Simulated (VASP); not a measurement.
# Rh (Im-3m) in VASP: further runs

The runs below take Rh through single point, with PBEsol.

All numbers are computed with VASP 6.6.1; they aren't measurements. Logs are shortened: lines on timing, memory, paths and dates and some standing lists are left out, and cuts for length are marked.

## (1) The cell of the first run

It takes space group Im-3m (No. 229, cubic). Conventional cell: a = 3.022 Å, b = 3.022 Å, c = 3.022 Å, α = 90.00°, β = 90.00°, γ = 90.00°. Within 3.5 Å of Rh (site symmetry m-3m) lie 14 Rh at 2.62 to 3.02 Å.

This isn't the form of Rh at room conditions, which is fcc.

## (2) Single point, PBEsol

File INCAR:

```
PREC     = Accurate       # precision mode
ENCUT    = 500            # plane-wave cutoff, eV
EDIFF    = 1E-6           # SCF threshold, eV
ISMEAR   = 0              # smearing method
SIGMA    = 0.1            # smearing width, eV
LREAL    = F              # projectors in reciprocal space
LASPH    = T              # aspherical terms in the spheres
NELM     = 120            # most SCF steps
ALGO     = Normal         # electronic algorithm
ISIF     = 2              # what is computed and relaxed
LWAVE    = F              # write WAVECAR
LCHARG   = F              # write CHGCAR
GGA      = PS             # functional
NBANDS   = 14             # bands
GGA_COMPAT= F
```

File KPOINTS:

```
Automatic mesh
0
Gamma
  8 8 8
```

File POSCAR:

```
Rh
1.0
   -1.5110298079      1.5110298079      1.5110298079
    1.5110298079     -1.5110298079      1.5110298079
    1.5110298079      1.5110298079     -1.5110298079
Rh
1
Direct
    0.0000000000      0.0000000000      0.0000000000
```

Potentials or basis: VASP PAW PBE potentials, release 64 (Rh_pv).

Run with:

```
> cat potpaw_PBE.64/Rh_pv/POTCAR > POTCAR
> mpirun -np 1 vasp_std > vasp.out
```

OUTCAR:

```text
PREC = Accurate
   ENCUT = 500
   EDIFF = 1E-6
   ISMEAR = 0
   LREAL = F
   LASPH = T
   NELM = 120
   ISIF = 2
   GGA = PS

 ion  position               nearest neighbor table
   1  0.000  0.000  0.000-

  LATTYP: Found a body centered cubic cell.
 ALAT       =     3.0220596158

  Lattice vectors:

 A1 = (  -1.5110298079,   1.5110298079,   1.5110298079)
 A2 = (   1.5110298079,  -1.5110298079,   1.5110298079)
 A3 = (   1.5110298079,   1.5110298079,  -1.5110298079)

Analysis of symmetry for initial positions (statically):
=====================================================================
 Subroutine PRICEL returns:
 Original cell was already a primitive cell.

 Routine SETGRP: Setting up the symmetry group for a
 body centered cubic supercell.

 Subroutine GETGRP returns: Found 48 space group operations
 (whereof 48 operations were pure point group operations)
 out of a pool of 48 trial point group operations.

The static configuration has the point symmetry O_h .

Analysis of symmetry for dynamics (positions and initial velocities):
=====================================================================
 Subroutine PRICEL returns:
 Original cell was already a primitive cell.

 Routine SETGRP: Setting up the symmetry group for a
 body centered cubic supercell.

 Subroutine GETGRP returns: Found 48 space group operations
 (whereof 48 operations were pure point group operations)
 out of a pool of 48 trial point group operations.

The dynamic configuration has the point symmetry O_h .

 Subroutine INISYM returns: Found 48 space group operations
 (whereof 48 operations are pure point group operations),
 and found     1 'primitive' translations

----------------------------------------------------------------------------------------

                                     Primitive cell

  volume of cell :      13.8000

  direct lattice vectors                    reciprocal lattice vectors
    -1.511029808  1.511029808  1.511029808     0.000000000  0.330900157  0.330900157
     1.511029808 -1.511029808  1.511029808     0.330900157  0.000000000  0.330900157
     1.511029808  1.511029808 -1.511029808     0.330900157  0.330900157  0.000000000

  length of vectors
     2.617180399  2.617180399  2.617180399     0.467963489  0.467963489  0.467963489

  position of ions in fractional coordinates (direct lattice)
     0.000000000  0.000000000  0.000000000

  ion indices of the primitive-cell ions
[... 81 lines left out ...]
   ISYM   =      2    0-nonsym 1-usesym 2-fastsym
   POTIM  = 0.5000    time-step for ionic-motion
   TEBEG  =    0.0;   TEEND  =   0.0 temperature during run
   PSTRESS=    0.0 pullay stress
   NELECT =      15.0000    total number of electrons
   NUPDOWN=      -1.0000    fix difference up-down
   EMIN   =  10.00;   EMAX   =-10.00  energy-range for DOS
   EFERMI =   0.00;   METHOD = LEGACY
   ISMEAR =     0;   SIGMA  =   0.10  broadening in eV -4-tet -1-fermi 0-gaus
   EFERMI_NEDOS =   21; number of points for ismear=-14 and -15
   IALGO  =     38    algorithm
   IMIX   =      4    mixing-type and parameters
     AMIX     =   0.40;   BMIX     =  1.00
     AMIX_MAG =   1.60;   BMIX_MAG =  1.00
  volume/ion in A,a.u.               =      13.80        93.13
  Fermi-wavevector in a.u.,A,eV,Ry     =   1.683238  3.180859 38.549258  2.833291
  Thomas-Fermi vector in A             =   2.766475
   LORBIT       =      0    0 simple, 1 ext, 2 COOP (PROOUT), +10 PAW based schemes
   GGA     = PS    functional components
   LHFCALC =     F    Hartree Fock is set to
   AEXX    =    0.0000 exact exchange contribution
   IVDW    =     0    specifies the selected vdW correction
   LEPSILON=     F    determine dielectric tensor
   LRPA    =     F    only Hartree local field effects (RPA)
 non-spin polarized calculation
 Gauss-broadening in eV      SIGMA  =   0.10
  energy-cutoff  :      500.00
  volume of cell :       13.80
 maximum number of plane-waves:       370
   NGX =  9   NGY =  9   NGZ =  9

 number of electron      14.9999993 magnetization

 Free energy of the ion-electron system (eV)
  ---------------------------------------------------
  ext. energy  EPLUGINS =         0.00000000
  ---------------------------------------------------
  free energy    TOTEN  =        -7.74956186 eV

  energy without entropy =       -7.73671166  energy(sigma->0) =       -7.74313676

 E-fermi :  11.5076     XC(G=0): -14.1771

 val. band max:       11.4962758609   @ k =   0.2500   0.2500   0.2500
 cond. band min:      11.5273523306   @ k =  -0.3750  -0.3750   0.1250
 fundamental gap:      0.0310764697
 Fermi energy:        11.5075936157

 k-point     1 :       0.0000    0.0000    0.0000
  band No.  band energies     occupation
      1     -34.4836      2.00000
      2     -34.4836      2.00000
      3     -34.4836      2.00000
      4       3.6660      2.00000
      5       8.5329      2.00000
      6       8.5329      2.00000
      7       8.5329      2.00000
      8      11.0601      2.00000
      9      11.0601      2.00000
     10      29.9492      0.00000
     11      29.9492      0.00000
     12      29.9492      0.00000
     13      32.3677      0.00000
     14      40.1757      0.00000
[... 377 lines left out ...]
      1     -35.0393      2.00000
      2     -34.8384      2.00000
      3     -34.7632      2.00000
      4       6.8152      2.00000
      5       7.3014      2.00000
      6       9.2878      2.00000
      7      10.0253      2.00000
      8      11.9093      0.00000
      9      15.0845      0.00000
     10      24.6110      0.00000
     11      27.0239      0.00000
     12      29.1092      0.00000
     13      31.5298      0.00000
     14      32.3730      0.00000

 [... further k-points ...]

------------------------ aborting loop because EDIFF is reached ----------------------------------------

  FORCE on cell =-STRESS in cart. coord.  units (eV):
  Direction    XX          YY          ZZ          XY          YZ          ZX
  --------------------------------------------------------------------------------------
  -------------------------------------------------------------------------------------
  Total        0.1571063      0.1571063      0.1571063      0.0000000     -0.0000000      0.0000000
  in kB       18.2400103     18.2400103     18.2400103      0.0000000     -0.0000000      0.0000000
  external PRESSURE =      18.2400103 kB  Pullay stress =       0.0000000 kB

 VOLUME and BASIS-vectors are now :
 -----------------------------------------------------------------------------
  energy-cutoff  :      500.00
  volume of cell :       13.80
      direct lattice vectors                 reciprocal lattice vectors
    -1.511029808  1.511029808  1.511029808     0.000000000  0.330900157  0.330900157
     1.511029808 -1.511029808  1.511029808     0.330900157  0.000000000  0.330900157
     1.511029808  1.511029808 -1.511029808     0.330900157  0.330900157  0.000000000

 POSITION                                       TOTAL-FORCE (eV/Angst)
 -----------------------------------------------------------------------------------
      0.00000      0.00000      0.00000        -0.000000      0.000000      0.000000
 -----------------------------------------------------------------------------------
    total drift:                                0.000000     -0.000000      0.000000

  FREE ENERGIE OF THE ION-ELECTRON SYSTEM (eV)
  ---------------------------------------------------
  free  energy   TOTEN  =        -7.7495618592 eV

  energy  without entropy=       -7.7367116563  energy(sigma->0) =       -7.74313676
```

OSZICAR:

```text
N       E                     dE             d eps       ncg     rms          rms(c)
DAV:   1     0.114917005008E+03    0.11492E+03   -0.86933E+03   812   0.110E+03
DAV:   2    -0.680202448985E+01   -0.12172E+03   -0.11632E+03   908   0.332E+02
DAV:   3    -0.826425706275E+01   -0.14622E+01   -0.14588E+01   956   0.406E+01
DAV:   4    -0.826954870492E+01   -0.52916E-02   -0.52913E-02   962   0.248E+00
DAV:   5    -0.826959678408E+01   -0.48079E-04   -0.48079E-04   938   0.209E-01    0.113E+01
DAV:   6    -0.777454766060E+01    0.49505E+00   -0.81613E-01   902   0.123E+01    0.406E+00
DAV:   7    -0.775370574184E+01    0.20842E-01   -0.23167E-02   968   0.178E+00    0.181E+00
DAV:   8    -0.774969251935E+01    0.40132E-02   -0.41562E-03   854   0.866E-01    0.206E-01
DAV:   9    -0.774955763796E+01    0.13488E-03   -0.11981E-04   890   0.152E-01    0.290E-02
DAV:  10    -0.774956185072E+01   -0.42128E-05   -0.20426E-06   924   0.170E-02    0.286E-03
DAV:  11    -0.774956185919E+01   -0.84701E-08   -0.18397E-07   448   0.565E-03
   1 F= -.77495619E+01 E0= -.77431368E+01  d E =-.128502E-01
```

Run time: 2.8 s. Hardware: 1 thread of Intel Xeon 6975P-C (Granite Rapids), shared host; peak memory 0.12 GiB.

What came out:

* Free energy: -7.7496 eV
* Pressure: 1.8 GPa
* Band gap on the k mesh: zero (an odd number of electrons rules out a gap without spin polarisation)

Caveat: the k points lie up to 0.37 Å⁻¹ apart, too coarse for converged energies and pressures of a metal; the PAW data sets were made with another functional, which shifts forces and pressure a little.

## (3) Single point, PBEsol

This run uses another cell than the first one, of 13.89 Å³/atom.

File INCAR:

```
PREC = Accurate
ENCUT = 500
EDIFF = 1E-6
ISMEAR = 0
SIGMA = 0.1
LREAL = False
LASPH = True
NELM = 120
ALGO = Normal
ISIF = 2
LWAVE = False
LCHARG = True
GGA = PS
LELF = True
LVHAR = True
NBANDS = 14
GGA_COMPAT = False
```

File KPOINTS:

```
Automatic mesh
0
Gamma
  20 20 20
```

File POSCAR:

```
Rh
1.0
   -1.5141821750      1.5141821750      1.5141821750
    1.5141821750     -1.5141821750      1.5141821750
    1.5141821750      1.5141821750     -1.5141821750
Rh
1
Direct
    0.0000000000      0.0000000000      0.0000000000
```

Potentials or basis: VASP PAW PBE potentials, release 64 (Rh_pv).

Run with:

```
> cat potpaw_PBE.64/Rh_pv/POTCAR > POTCAR
> mpirun -np 1 vasp_std > vasp.out
```

OUTCAR:

```text
PREC = Accurate
   ENCUT = 500
   EDIFF = 1E-6
   ISMEAR = 0
   LREAL = False
   LASPH = True
   NELM = 120
   ISIF = 2
   GGA = PS

 ion  position               nearest neighbor table
   1  0.000  0.000  0.000-

  LATTYP: Found a body centered cubic cell.
 ALAT       =     3.0283643500

  Lattice vectors:

 A1 = (  -1.5141821750,   1.5141821750,   1.5141821750)
 A2 = (   1.5141821750,  -1.5141821750,   1.5141821750)
 A3 = (   1.5141821750,   1.5141821750,  -1.5141821750)

Analysis of symmetry for initial positions (statically):
=====================================================================
 Subroutine PRICEL returns:
 Original cell was already a primitive cell.

 Routine SETGRP: Setting up the symmetry group for a
 body centered cubic supercell.

 Subroutine GETGRP returns: Found 48 space group operations
 (whereof 48 operations were pure point group operations)
 out of a pool of 48 trial point group operations.

The static configuration has the point symmetry O_h .

Analysis of symmetry for dynamics (positions and initial velocities):
=====================================================================
 Subroutine PRICEL returns:
 Original cell was already a primitive cell.

 Routine SETGRP: Setting up the symmetry group for a
 body centered cubic supercell.

 Subroutine GETGRP returns: Found 48 space group operations
 (whereof 48 operations were pure point group operations)
 out of a pool of 48 trial point group operations.

The dynamic configuration has the point symmetry O_h .

 Subroutine INISYM returns: Found 48 space group operations
 (whereof 48 operations are pure point group operations),
 and found     1 'primitive' translations

----------------------------------------------------------------------------------------

                                     Primitive cell

  volume of cell :      13.8866

[... 112 lines left out ...]
   LHFCALC =     F    Hartree Fock is set to
   AEXX    =    0.0000 exact exchange contribution
   IVDW    =     0    specifies the selected vdW correction
   LEPSILON=     F    determine dielectric tensor
   LRPA    =     F    only Hartree local field effects (RPA)
 non-spin polarized calculation
 Gauss-broadening in eV      SIGMA  =   0.10
  energy-cutoff  :      500.00
  volume of cell :       13.89
 maximum number of plane-waves:       370
   NGX =  9   NGY =  9   NGZ =  9

 number of electron      14.9999993 magnetization

 Free energy of the ion-electron system (eV)
  ---------------------------------------------------
  ext. energy  EPLUGINS =         0.00000000
  ---------------------------------------------------
  free energy    TOTEN  =        -7.75714562 eV

  energy without entropy =       -7.74399098  energy(sigma->0) =       -7.75056830

 E-fermi :  11.3959     XC(G=0): -14.1367

 val. band max:       11.3890991267   @ k =   0.3500   0.2500   0.0500
 cond. band min:      11.4003248726   @ k =  -0.3000   0.3500   0.0500
 fundamental gap:      0.0112257459
 Fermi energy:        11.3958892936

 k-point     1 :       0.0000    0.0000    0.0000
  band No.  band energies     occupation
      1     -34.5849      2.00000
      2     -34.5849      2.00000
      3     -34.5849      2.00000
      4       3.5981      2.00000
      5       8.4534      2.00000
      6       8.4534      2.00000
      7       8.4534      2.00000
      8      10.9522      2.00000
      9      10.9522      2.00000
     10      29.8287      0.00000
     11      29.8287      0.00000
     12      29.8287      0.00000
     13      32.2758      0.00000
     14      39.9721      0.00000
[... 377 lines left out ...]
      1     -35.0756      2.00000
      2     -34.7517      2.00000
      3     -34.6107      2.00000
      4       6.0105      2.00000
      5       7.4519      2.00000
      6       8.6651      2.00000
      7      10.4725      2.00000
      8      11.2422      1.97023
      9      11.7834      0.00000
     10      26.1101      0.00000
     11      27.8563      0.00000
     12      31.9954      0.00000
     13      32.3091      0.00000
     14      33.8810      0.00000

 [... further k-points ...]

------------------------ aborting loop because EDIFF is reached ----------------------------------------

  FORCE on cell =-STRESS in cart. coord.  units (eV):
  Direction    XX          YY          ZZ          XY          YZ          ZX
  --------------------------------------------------------------------------------------
  -------------------------------------------------------------------------------------
  Total       -0.0011248     -0.0011248     -0.0011248     -0.0000000     -0.0000000      0.0000000
  in kB       -0.1297791     -0.1297791     -0.1297791     -0.0000000     -0.0000000      0.0000000
  external PRESSURE =      -0.1297791 kB  Pullay stress =       0.0000000 kB

 VOLUME and BASIS-vectors are now :
 -----------------------------------------------------------------------------
  energy-cutoff  :      500.00
  volume of cell :       13.89
      direct lattice vectors                 reciprocal lattice vectors
    -1.514182175  1.514182175  1.514182175     0.000000000  0.330211257  0.330211257
     1.514182175 -1.514182175  1.514182175     0.330211257  0.000000000  0.330211257
     1.514182175  1.514182175 -1.514182175     0.330211257  0.330211257  0.000000000

 POSITION                                       TOTAL-FORCE (eV/Angst)
 -----------------------------------------------------------------------------------
      0.00000      0.00000      0.00000        -0.000000      0.000000     -0.000000
 -----------------------------------------------------------------------------------
    total drift:                                0.000000     -0.000000      0.000000

  FREE ENERGIE OF THE ION-ELECTRON SYSTEM (eV)
  ---------------------------------------------------
  free  energy   TOTEN  =        -7.7571456194 eV

  energy  without entropy=       -7.7439909793  energy(sigma->0) =       -7.75056830
```

OSZICAR:

```text
N       E                     dE             d eps       ncg     rms          rms(c)
DAV:   1     0.117090748952E+03    0.11709E+03   -0.85422E+03  7210   0.110E+03
DAV:   2    -0.676149292402E+01   -0.12385E+03   -0.11839E+03  7912   0.334E+02
DAV:   3    -0.827917338853E+01   -0.15177E+01   -0.15125E+01  8824   0.409E+01
DAV:   4    -0.828483900935E+01   -0.56656E-02   -0.56653E-02  8320   0.256E+00
DAV:   5    -0.828488876266E+01   -0.49753E-04   -0.49753E-04  8596   0.212E-01    0.111E+01
DAV:   6    -0.777943517003E+01    0.50545E+00   -0.90514E-01  7726   0.126E+01    0.392E+00
DAV:   7    -0.776118035369E+01    0.18255E-01   -0.21168E-02  8722   0.161E+00    0.183E+00
DAV:   8    -0.775728270601E+01    0.38976E-02   -0.42496E-03  7492   0.878E-01    0.195E-01
DAV:   9    -0.775714141079E+01    0.14130E-03   -0.15864E-04  8122   0.176E-01    0.294E-02
DAV:  10    -0.775714538358E+01   -0.39728E-05   -0.23448E-06  8040   0.176E-02    0.242E-03
DAV:  11    -0.775714561941E+01   -0.23583E-06   -0.20999E-07  4154   0.610E-03
   1 F= -.77571456E+01 E0= -.77505683E+01  d E =-.131546E-01
```

stdout:

```text
POSCAR found type information on POSCAR Rh
 POSCAR found :  1 types and       1 ions
 scaLAPACK will be used
 -----------------------------------------------------------------------------
|                                                                             |
|                                                                             |
|     You enforced a specific xc type in the INCAR file but a different       |
|     I HOPE YOU KNOW WHAT YOU ARE DOING!                                     |
|                                                                             |
 -----------------------------------------------------------------------------

 LDA part: xc-table for (Slater+PW92), standard interpolation
 POSCAR, INCAR and KPOINTS ok, starting setup
 FFT: planning ... GRIDC
 FFT: planning ... GRID_SOFT
 FFT: planning ... GRID
 WAVECAR not read
 entering main loop
```

Wall time 16 s (1 thread of Intel Xeon 6975P-C (Granite Rapids), shared host); peak memory 0.15 GiB.

Results:

```
Free energy            : -7.7571 eV
Pressure               : 0.0 GPa
Band gap on the k mesh : zero (an odd number of electrons rules out a gap without spin polarisation)
```

Levels at points of the mesh, in eV from the Fermi level:
| k point | band 3 | band 4 | band 5 | band 6 | band 7 | band 8 | band 9 | band 10 | band 11 | band 12 |
| --- | --- | --- | --- | --- | --- | --- | --- | --- | --- | --- |
| (0.00, 0.00, 0.00) | -45.98 | -7.80 | -2.94 | -2.94 | -2.94 | -0.44 | -0.44 | 18.43 | 18.43 | 18.43 |
| (0.50, 0.00, 0.00) | -45.98 | -5.91 | -4.48 | -0.51 | -0.08 | 1.26 | 1.64 | 9.40 | 14.57 | 18.50 |
| (0.50, 0.50, 0.50) | -46.50 | -5.91 | -5.91 | 1.12 | 1.12 | 1.12 | 9.44 | 9.44 | 9.44 | 19.31 |

Caveat: the PAW data sets were made with another functional, which shifts forces and pressure a little.
